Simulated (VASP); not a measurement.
# In3SbAs2 (Pmm2) in VASP: single point with PBE

Aim: the single point of In3SbAs2 with PBE.

Everything below comes from runs of VASP 6.6.1. Logs are shortened: lines on timing, memory, paths and dates and some standing lists are left out, and cuts for length are marked.

## 1. The cell of the first run

The typed cell holds 6 atoms: a = 2.962 Å, b = 6.007 Å, c = 8.851 Å, α = 90.00°, β = 90.00°, γ = 90.00°.

## 2. Single point, PBE

File INCAR:

```
PREC     = Accurate       # precision mode
ENCUT    = 520            # plane-wave cutoff, eV
EDIFF    = 1E-7           # SCF threshold, eV
ISMEAR   = 0              # smearing method
SIGMA    = 0.1            # smearing width, eV
LREAL    = False          # projectors in reciprocal space
LASPH    = True           # aspherical terms in the spheres
NELM     = 60             # most SCF steps
ALGO     = Normal         # electronic algorithm
ISIF     = 2              # what is computed and relaxed
LWAVE    = False          # write WAVECAR
LCHARG   = True           # write CHGCAR
GGA      = PE             # functional
LELF     = True           # ELF
LVHAR    = True         
NBANDS   = 36             # bands
```

File KPOINTS:

```
regular mesh
0
Gamma
  12 8 4
```

File POSCAR:

```
In3SbAs2
1.0
    2.9617328929      0.0000000000      0.0000000000
    0.0000000000      6.0074378584      0.0000000000
    0.0000000000      0.0000000000      8.8507416070
In Sb As
3 1 2
Direct
    0.0000000000      0.0000000000     -0.0417220320
    0.0000000000      0.0000000000      0.2923210715
    0.0000000000      0.0000000000      0.6242515126
    0.0000000000      0.5000000000      0.9584067727
    0.0000000000      0.5000000000      0.3045150268
    0.0000000000      0.5000000000      0.6122276483
```

Potentials or basis: VASP PAW PBE potentials, release 64 (In_d, Sb, As).

Command:

```bash
cat potpaw_PBE.64/In_d/POTCAR potpaw_PBE.64/Sb/POTCAR potpaw_PBE.64/As/POTCAR > POTCAR
mpirun -np 1 vasp_std > vasp.out
```

OUTCAR:

```text
PREC = Accurate
   ENCUT = 520
   EDIFF = 1E-7
   ISMEAR = 0
   LREAL = False
   LASPH = True
   NELM = 60
   ISIF = 2
   GGA = PE

 ion  position               nearest neighbor table
   1  0.000  0.000  0.958-   3 2.96   2 2.96   4 3.00   4 3.00
   2  0.000  0.000  0.292-   3 2.94   1 2.96   5 3.01   5 3.01
   3  0.000  0.000  0.624-   2 2.94   1 2.96   6 3.01   6 3.01
   4  0.000  0.500  0.958-   1 3.00   1 3.00   5 3.06   6 3.06
   5  0.000  0.500  0.305-   6 2.72   2 3.01   2 3.01   4 3.06
   6  0.000  0.500  0.612-   5 2.72   3 3.01   3 3.01   4 3.06

  LATTYP: Found a simple orthorhombic cell.
 ALAT       =     2.9617328929
 B/A-ratio  =     2.0283523449
 C/A-ratio  =     2.9883659084

  Lattice vectors:

 A1 = (   2.9617328929,   0.0000000000,   0.0000000000)
 A2 = (   0.0000000000,   6.0074378584,   0.0000000000)
 A3 = (   0.0000000000,   0.0000000000,   8.8507416070)

Analysis of symmetry for initial positions (statically):
=====================================================================
 Subroutine PRICEL returns:
 Original cell was already a primitive cell.

 Routine SETGRP: Setting up the symmetry group for a
 simple orthorhombic supercell.

 Subroutine GETGRP returns: Found  4 space group operations
 (whereof  4 operations were pure point group operations)
 out of a pool of  8 trial point group operations.

The static configuration has the point symmetry C_2v.

Analysis of symmetry for dynamics (positions and initial velocities):
=====================================================================
 Subroutine PRICEL returns:
 Original cell was already a primitive cell.

 Routine SETGRP: Setting up the symmetry group for a
 simple orthorhombic supercell.

 Subroutine GETGRP returns: Found  4 space group operations
 (whereof  4 operations were pure point group operations)
 out of a pool of  8 trial point group operations.

The dynamic configuration has the point symmetry C_2v.

 Subroutine INISYM returns: Found  4 space group operations
 (whereof  4 operations are pure point group operations),
 and found     1 'primitive' translations

----------------------------------------------------------------------------------------

                                     Primitive cell

[... 98 lines left out ...]
   EDIFF  = 0.1E-06   stopping-criterion for ELM
   LREAL  =      F    real-space projection
   EDIFFG = 0.1E-05   stopping-criterion for IOM
   NSW    =      0    number of steps for IOM
   IBRION =     -1    ionic relax: 0-MD 1-quasi-New 2-CG
   NFREE  =      0    steps in history (QN), initial steepest desc. (CG)
   ISIF   =      2    stress and relaxation
   ISYM   =      2    0-nonsym 1-usesym 2-fastsym
   POTIM  = 0.5000    time-step for ionic-motion
   TEBEG  =    0.0;   TEEND  =   0.0 temperature during run
   PSTRESS=    0.0 pullay stress
   NELECT =      54.0000    total number of electrons
   NUPDOWN=      -1.0000    fix difference up-down
   EMIN   =  10.00;   EMAX   =-10.00  energy-range for DOS
   EFERMI =   0.00;   METHOD = LEGACY
   ISMEAR =     0;   SIGMA  =   0.10  broadening in eV -4-tet -1-fermi 0-gaus
   EFERMI_NEDOS =   21; number of points for ismear=-14 and -15
   IALGO  =     38    algorithm
   IMIX   =      4    mixing-type and parameters
     AMIX     =   0.40;   BMIX     =  1.00
     AMIX_MAG =   1.60;   BMIX_MAG =  1.00
  volume/ion in A,a.u.               =      26.25       177.12
  Fermi-wavevector in a.u.,A,eV,Ry     =   1.145868  2.165376 17.864623  1.313013
  Thomas-Fermi vector in A             =   2.282554
   LORBIT       =      0    0 simple, 1 ext, 2 COOP (PROOUT), +10 PAW based schemes
   GGA     = PE    functional components
   LHFCALC =     F    Hartree Fock is set to
   AEXX    =    0.0000 exact exchange contribution
   IVDW    =     0    specifies the selected vdW correction
   LEPSILON=     F    determine dielectric tensor
   LRPA    =     F    only Hartree local field effects (RPA)
 non-spin polarized calculation
 Gauss-broadening in eV      SIGMA  =   0.10
  energy-cutoff  :      520.00
  volume of cell :      157.48
 maximum number of plane-waves:      4278
 NGX is ok and might be reduce to    24
   NGX = 11   NGY = 23   NGZ = 33

 number of electron      54.0000014 magnetization

 Free energy of the ion-electron system (eV)
  ---------------------------------------------------
  ext. energy  EPLUGINS =         0.00000000
  ---------------------------------------------------
  free energy    TOTEN  =       -20.44857224 eV

  energy without entropy =      -20.43364406  energy(sigma->0) =      -20.44110815

 E-fermi :   6.1061     XC(G=0):  -9.8480

 val. band max:        6.0963723176   @ k =   0.2500   0.1250   0.2500
 cond. band min:       6.1192438014   @ k =   0.1667   0.5000   0.5000
 fundamental gap:      0.0228714838
 Fermi energy:         6.1061121946

 k-point     1 :       0.0000    0.0000    0.0000
  band No.  band energies     occupation
      1      -8.9908      2.00000
      2      -8.8124      2.00000
      3      -8.7512      2.00000
      4      -8.6894      2.00000
      5      -8.4886      2.00000
      6      -8.4288      2.00000
[... 925 lines left out ...]
     35      10.7659      0.00000
     36      11.2732      0.00000

 [... further k-points ...]

------------------------ aborting loop because EDIFF is reached ----------------------------------------

  FORCE on cell =-STRESS in cart. coord.  units (eV):
  Direction    XX          YY          ZZ          XY          YZ          ZX
  --------------------------------------------------------------------------------------
  -------------------------------------------------------------------------------------
  Total       -0.0005016     -0.0049484     -0.0011555      0.0000000      0.0000000      0.0000000
  in kB       -0.0051029     -0.0503453     -0.0117561      0.0000000      0.0000000      0.0000000
  external PRESSURE =      -0.0224015 kB  Pullay stress =       0.0000000 kB

 VOLUME and BASIS-vectors are now :
 -----------------------------------------------------------------------------
  energy-cutoff  :      520.00
  volume of cell :      157.48
      direct lattice vectors                 reciprocal lattice vectors
     2.961732893  0.000000000  0.000000000     0.337640171  0.000000000  0.000000000
     0.000000000  6.007437858  0.000000000     0.000000000  0.166460315  0.000000000
     0.000000000  0.000000000  8.850741607     0.000000000  0.000000000  0.112984882

 POSITION                                       TOTAL-FORCE (eV/Angst)
 -----------------------------------------------------------------------------------
      0.00000      0.00000      8.48147         0.000000      0.000000     -0.000075
      0.00000      0.00000      2.58726         0.000000      0.000000      0.000369
      0.00000      0.00000      5.52509         0.000000      0.000000     -0.000203
      0.00000      3.00372      8.48261         0.000000      0.000000     -0.000472
      0.00000      3.00372      2.69518         0.000000      0.000000     -0.006911
      0.00000      3.00372      5.41867         0.000000      0.000000      0.007293
 -----------------------------------------------------------------------------------
    total drift:                                0.000000      0.000000     -0.000037

  FREE ENERGIE OF THE ION-ELECTRON SYSTEM (eV)
  ---------------------------------------------------
  free  energy   TOTEN  =       -20.4485722378 eV

  energy  without entropy=      -20.4336440574  energy(sigma->0) =      -20.44110815
```

OSZICAR:

```text
N       E                     dE             d eps       ncg     rms          rms(c)
DAV:   1     0.484392916947E+03    0.48439E+03   -0.23223E+04  7560   0.169E+03
DAV:   2     0.347905725286E+02   -0.44960E+03   -0.43929E+03  7576   0.423E+02
DAV:   3    -0.178677997795E+02   -0.52658E+02   -0.51420E+02  9364   0.160E+02
DAV:   4    -0.204482205399E+02   -0.25804E+01   -0.25593E+01  9080   0.349E+01
DAV:   5    -0.205557341192E+02   -0.10751E+00   -0.10746E+00 11800   0.687E+00    0.566E+00
DAV:   6    -0.204517807161E+02    0.10395E+00   -0.37737E-01 10236   0.607E+00    0.317E+00
DAV:   7    -0.204468813562E+02    0.48994E-02   -0.99646E-02  9736   0.361E+00    0.719E-01
DAV:   8    -0.204478948248E+02   -0.10135E-02   -0.17691E-02  9240   0.212E+00    0.309E-01
DAV:   9    -0.204483421602E+02   -0.44734E-03   -0.32774E-03 10896   0.504E-01    0.187E-01
DAV:  10    -0.204485781284E+02   -0.23597E-03   -0.42847E-04  9460   0.254E-01    0.416E-02
DAV:  11    -0.204485712311E+02    0.68973E-05   -0.13476E-04  9836   0.160E-01    0.253E-02
DAV:  12    -0.204485719653E+02   -0.73415E-06   -0.21160E-05  9576   0.462E-02    0.801E-03
DAV:  13    -0.204485728353E+02   -0.87000E-06   -0.40458E-06 10696   0.230E-02    0.313E-03
DAV:  14    -0.204485722078E+02    0.62753E-06   -0.61320E-07  8460   0.944E-03    0.442E-04
DAV:  15    -0.204485722378E+02   -0.30072E-07   -0.47524E-08  4784   0.201E-03
   1 F= -.20448572E+02 E0= -.20441108E+02  d E =-.149282E-01
```

stdout:

```text
POSCAR found type information on POSCAR InSbAs
 POSCAR found :  3 types and       6 ions
 scaLAPACK will be used
 LDA part: xc-table for (Slater+PW92), standard interpolation
 POSCAR, INCAR and KPOINTS ok, starting setup
 FFT: planning ... GRIDC
 FFT: planning ... GRID_SOFT
 FFT: planning ... GRID
 WAVECAR not read
 entering main loop
```

Wall time 15 min (1 thread of Intel Xeon 8259CL, shared host); peak memory 0.65 GiB.

What came out:

| Quantity | Value |
| --- | --- |
| Free energy | -20.4486 eV |
| Pressure | 0.0 GPa |
| Largest force | 0.007 eV/Å |
| Band gap on the k mesh | zero (bands 27 and 28 overlap by 2.81 eV) |

Forces in eV/Å, atoms in the order of the input:
```
In   0.000  0.000  0.000
In   0.000  0.000  0.000
In   0.000  0.000  0.000
Sb   0.000  0.000  0.000
As   0.000  0.000 -0.007
As   0.000  0.000  0.007
```

Caveat: spin-orbit coupling is left out, which moves the levels of the heavy elements.
